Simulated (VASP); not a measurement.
The system is Pd.

```
Pd
1.0
     2.51410    0.00000    0.00000
     0.00000    2.51410    0.00000
     0.00000    0.00000    2.51410
Pd
1
Direct
  0.00000 0.00000 0.00000
```

This isn't the form of Pd at room conditions, which is fcc.

| Quantity | Value |
| --- | --- |
| Program | VASP 6.6.1 |
| Task | relaxation of cell and atoms |
| Functional | PBE |
| Potentials or basis | VASP PAW PBE potentials, release 64 (Pd) |
| Cutoff | 500 eV |
| k mesh | 12 × 12 × 12 |
| Occupations | fermi-dirac, width 0.05 eV |
| Spin | collinear spin |
| Starting moments | [0.5] μB |

At the start: pressure 18.9 GPa; volume 15.89 Å³/atom.

Problem. Where does the relaxation end?

Solution. Over 4 steps the energy falls by 102.5 meV/atom and the volume is 17.85 Å³/atom (+12.3 %); space group Pm-3m (No. 221, to 0.1 Å) before and after; moment 0.00 μB per cell.

Step by step:
| step | energy change (eV) | largest force (eV/Å) | pressure (GPa) | volume (Å³) |
| --- | --- | --- | --- | --- |
| 1 | 0.0000 | 0.0000 | 18.95 | 15.89 |
| 2 | 0.0180 | 0.0000 | -11.88 | 20.62 |
| 3 | -0.1025 | 0.0000 | -0.40 | 17.90 |
| 4 | -0.1025 | 0.0000 | -0.07 | 17.85 |

Final structure:
```
CELL_PARAMETERS angstrom
2.61350 0.00000 0.00000
0.00000 2.61350 0.00000
0.00000 0.00000 2.61350
ATOMIC_POSITIONS crystal
Pd 0.00000 0.00000 0.00000
```
